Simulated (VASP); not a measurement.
# W in VASP: single point with PBE

Aim: the single point of W with PBE.

All numbers are computed with VASP 6.6.1; they aren't measurements. Logs are shortened: lines on timing, memory, paths and dates and some standing lists are left out, and cuts for length are marked.

**1. The cell of the first run**

The cell holds a slab with vacuum, 8 atoms: a = 2.757 Å, b = 4.502 Å, c = 24.098 Å, α = 90.00°, β = 90.00°, γ = 90.00°.

**2. Single point, PBE**

INCAR

```
  PREC = Accurate
  ENCUT = 520
  EDIFF = 1E-7
  ISMEAR = 0
  SIGMA = 0.1
  LREAL = F
  LASPH = T
  NELM = 60
  ALGO = Normal
  ISIF = 2
  LWAVE = F
  LCHARG = F
  LDIPOL = T
  IDIPOL = 3
  DIPOL = 0.5 0.5 0.500
  GGA = PE
  NBANDS = 66
```

KPOINTS

```
Automatic mesh
0
Gamma
  12 8 1
```

POSCAR

```
W
1.0
    2.7570339087      0.0000000000      0.0000000000
    0.0000000000      4.5022175199      0.0000000000
    0.0000000000      0.0000000000     24.0977477397
W
8
Direct
    0.3333333333      0.5000000000      0.3112324057
    0.6666666667      0.0000000000      0.3651660040
    0.0000000000      0.5000000000      0.4190996024
    0.3333333333      0.0000000000      0.4730332008
    0.6666666667      0.5000000000      0.5269667992
    0.0000000000      0.0000000000      0.5809003976
    0.3333333333      0.5000000000      0.6348339960
    0.6666666667      0.0000000000      0.6887675943
```

Potentials or basis: VASP PAW PBE potentials, release 64 (W_sv).

Run with:

```bash
$ cat potpaw_PBE.64/W_sv/POTCAR > POTCAR
$ mpirun -np 1 vasp_std > vasp.out
```

OUTCAR:

```text
PREC = Accurate
   ENCUT = 520
   EDIFF = 1E-7
   ISMEAR = 0
   LREAL = F
   LASPH = T
   NELM = 60
   ISIF = 2
   GGA = PE

 ion  position               nearest neighbor table
   1  0.333  0.500  0.311-   3 2.76   2 2.76   2 2.76   3 3.18   2 3.18   2 3.18
   2  0.667  0.000  0.365-   1 2.76   1 2.76   3 2.76   3 2.76   4 2.76   1 3.18   1 3.18   3 3.18
                             3 3.18   4 3.18
   3  0.000  0.500  0.419-   1 2.76   2 2.76   4 2.76   2 2.76   4 2.76   5 2.76   1 3.18   2 3.18
                             2 3.18   4 3.18   4 3.18   5 3.18
   4  0.333  0.000  0.473-   3 2.76   3 2.76   5 2.76   5 2.76   6 2.76   2 2.76   5 3.18   5 3.18
                             3 3.18   3 3.18   2 3.18   6 3.18
   5  0.667  0.500  0.527-   6 2.76   6 2.76   4 2.76   4 2.76   3 2.76   7 2.76   4 3.18   4 3.18
                             6 3.18   6 3.18   7 3.18   3 3.18
   6  0.000  0.000  0.581-   8 2.76   7 2.76   5 2.76   5 2.76   7 2.76   4 2.76   8 3.18   5 3.18
                             5 3.18   7 3.18   7 3.18   4 3.18
   7  0.333  0.500  0.635-   8 2.76   8 2.76   6 2.76   6 2.76   5 2.76   8 3.18   8 3.18   6 3.18
                             6 3.18   5 3.18
   8  0.667  0.000  0.689-   6 2.76   7 2.76   7 2.76   6 3.18   7 3.18   7 3.18

  LATTYP: Found a simple orthorhombic cell.
 ALAT       =     2.7570339087
 B/A-ratio  =     1.6329931619
 C/A-ratio  =     8.7404611397

  Lattice vectors:

 A1 = (   2.7570339087,   0.0000000000,   0.0000000000)
 A2 = (   0.0000000000,   4.5022175199,   0.0000000000)
 A3 = (   0.0000000000,   0.0000000000,  24.0977477397)

Analysis of symmetry for initial positions (statically):
=====================================================================
 Subroutine PRICEL returns:
 Original cell was already a primitive cell.

 Routine SETGRP: Setting up the symmetry group for a
 simple orthorhombic supercell.

 Subroutine GETGRP returns: Found  4 space group operations
 (whereof  2 operations were pure point group operations)
 out of a pool of  8 trial point group operations.

The static configuration has the point symmetry C_1h.
 The point group associated with its full space group is C_2h.

Analysis of symmetry for dynamics (positions and initial velocities):
=====================================================================
 Subroutine PRICEL returns:
 Original cell was already a primitive cell.

 Routine SETGRP: Setting up the symmetry group for a
 simple orthorhombic supercell.

 Subroutine GETGRP returns: Found  4 space group operations
[... 131 lines left out ...]
   ISMEAR =     0;   SIGMA  =   0.10  broadening in eV -4-tet -1-fermi 0-gaus
   EFERMI_NEDOS =   21; number of points for ismear=-14 and -15
   IALGO  =     38    algorithm
   IMIX   =      4    mixing-type and parameters
     AMIX     =   0.40;   BMIX     =  1.00
     AMIX_MAG =   1.60;   BMIX_MAG =  1.00
  volume/ion in A,a.u.               =      37.39       252.32
  Fermi-wavevector in a.u.,A,eV,Ry     =   1.179956  2.229794 18.943341  1.392296
  Thomas-Fermi vector in A             =   2.316257
   LORBIT       =      0    0 simple, 1 ext, 2 COOP (PROOUT), +10 PAW based schemes
   GGA     = PE    functional components
   LHFCALC =     F    Hartree Fock is set to
   AEXX    =    0.0000 exact exchange contribution
   IVDW    =     0    specifies the selected vdW correction
   LEPSILON=     F    determine dielectric tensor
   LRPA    =     F    only Hartree local field effects (RPA)
 non-spin polarized calculation
 Gauss-broadening in eV      SIGMA  =   0.10
  energy-cutoff  :      520.00
  volume of cell :      299.12
 maximum number of plane-waves:      8111
 NGX is ok and might be reduce to    24
   NGX = 11   NGY = 17   NGZ = 89

 dipolmoment           0.000000      0.000000     -0.000000 electrons x Angstroem

 number of electron     111.9999989 magnetization

 dipolmoment           0.000000      0.000000      0.000000 electrons x Angstroem

 Free energy of the ion-electron system (eV)
  ---------------------------------------------------
  ext. energy  EPLUGINS =         0.00000000
  ---------------------------------------------------
  free energy    TOTEN  =       -97.86910282 eV

  energy without entropy =      -97.85061735  energy(sigma->0) =      -97.85986009

 E-fermi :   2.4243     XC(G=0):  -6.8525

 val. band max:        2.3881949211   @ k =   0.2500   0.0000   0.0000
 cond. band min:       2.4324766078   @ k =   0.0833   0.0000   0.0000
 fundamental gap:      0.0442816866
 Fermi energy:         2.4243101826

 k-point     1 :       0.0000    0.0000    0.0000
  band No.  band energies     occupation
      1     -71.8238      2.00000
      2     -71.8066      2.00000
      3     -71.6845      2.00000
      4     -71.6743      2.00000
      5     -71.6730      2.00000
      6     -71.6420      2.00000
[... 1645 lines left out ...]
     65       3.8924      0.00000
     66       3.9865      0.00000

 [... further k-points ...]

------------------------ aborting loop because EDIFF is reached ----------------------------------------

 vacuum level on the upper side and lower side of the slab       (xc-potential included)        -0.111        -0.111

  FORCE on cell =-STRESS in cart. coord.  units (eV):
  Direction    XX          YY          ZZ          XY          YZ          ZX
  --------------------------------------------------------------------------------------
  -------------------------------------------------------------------------------------
  Total       -9.7996501     -8.3448326     -8.0856491      0.0000000      0.0000000      1.4207070
  in kB      -52.4899447    -44.6974939    -43.3092276      0.0000000      0.0000000      7.6097443
  external PRESSURE =     -46.8322221 kB  Pullay stress =       0.0000000 kB

 VOLUME and BASIS-vectors are now :
 -----------------------------------------------------------------------------
  energy-cutoff  :      520.00
  volume of cell :      299.12
      direct lattice vectors                 reciprocal lattice vectors
     2.757033909  0.000000000  0.000000000     0.362708633  0.000000000  0.000000000
     0.000000000  4.502217520  0.000000000     0.000000000  0.222112769  0.000000000
     0.000000000  0.000000000 24.097747740     0.000000000  0.000000000  0.041497654

 POSITION                                       TOTAL-FORCE (eV/Angst)
 -----------------------------------------------------------------------------------
      0.91901      2.25111      7.50000        -0.285874      0.000000      2.033018
      1.83802      0.00000      8.79968        -0.121455      0.000000     -1.076844
      0.00000      2.25111     10.09936         0.515012      0.000000     -0.744750
      0.91901      0.00000     11.39903        -0.029489      0.000000     -0.464131
      1.83802      2.25111     12.69871         0.029489      0.000000      0.464131
      0.00000      0.00000     13.99839        -0.515012      0.000000      0.744750
      0.91901      2.25111     15.29807         0.121455      0.000000      1.076844
      1.83802      0.00000     16.59775         0.285874      0.000000     -2.033018
 -----------------------------------------------------------------------------------
    total drift:                               -0.000000      0.000000      0.000000

  FREE ENERGIE OF THE ION-ELECTRON SYSTEM (eV)
  ---------------------------------------------------
  free  energy   TOTEN  =       -97.8691028185 eV

  energy  without entropy=      -97.8506173547  energy(sigma->0) =      -97.85986009

 vacuum level on the upper side and lower side of the slab         6.675         6.675
```

stdout:

```text
POSCAR found type information on POSCAR W
 POSCAR found :  1 types and       8 ions
 scaLAPACK will be used
 LDA part: xc-table for (Slater+PW92), standard interpolation
 POSCAR, INCAR and KPOINTS ok, starting setup
 FFT: planning ... GRIDC
 FFT: planning ... GRID_SOFT
 FFT: planning ... GRID
 WAVECAR not read
 entering main loop
```

Run time: 9.9 min. Hardware: 1 thread of Intel Xeon 6975P-C (Granite Rapids), shared host; peak memory 0.7 GiB.

Results:

* Free energy: -97.8691 eV
* Largest force: 2.053 eV/Å
* Band gap on the k mesh: zero (bands 56 and 57 overlap by 1.38 eV)

Forces in eV/Å, atoms in the order of the input:
```
W   -0.286  0.000  2.033
W   -0.121  0.000 -1.077
W    0.515  0.000 -0.745
W   -0.029  0.000 -0.464
W    0.029  0.000  0.464
W   -0.515  0.000  0.745
W    0.121  0.000  1.077
W    0.286  0.000 -2.033
```

Levels at points of the mesh, in eV from the Fermi level:
```tsv
k point	band 53	band 54	band 55	band 56	band 57	band 58	band 59	band 60
(0.00, 0.00, 0.00)	-1.32	-1.28	-0.86	-0.63	-0.31	0.04	1.11	1.29
(0.50, 0.00, 0.00)	-0.86	0.21	0.59	0.80	1.30	1.55	1.95	2.11
(0.00, 0.50, 0.00)	-1.24	-1.24	-0.14	-0.14	1.14	1.14	1.38	1.38
(0.50, 0.50, 0.00)	-0.78	-0.78	0.42	0.42	0.79	0.79	1.19	1.19
```

Caveat: spin-orbit coupling is left out, which moves the levels of the heavy elements.
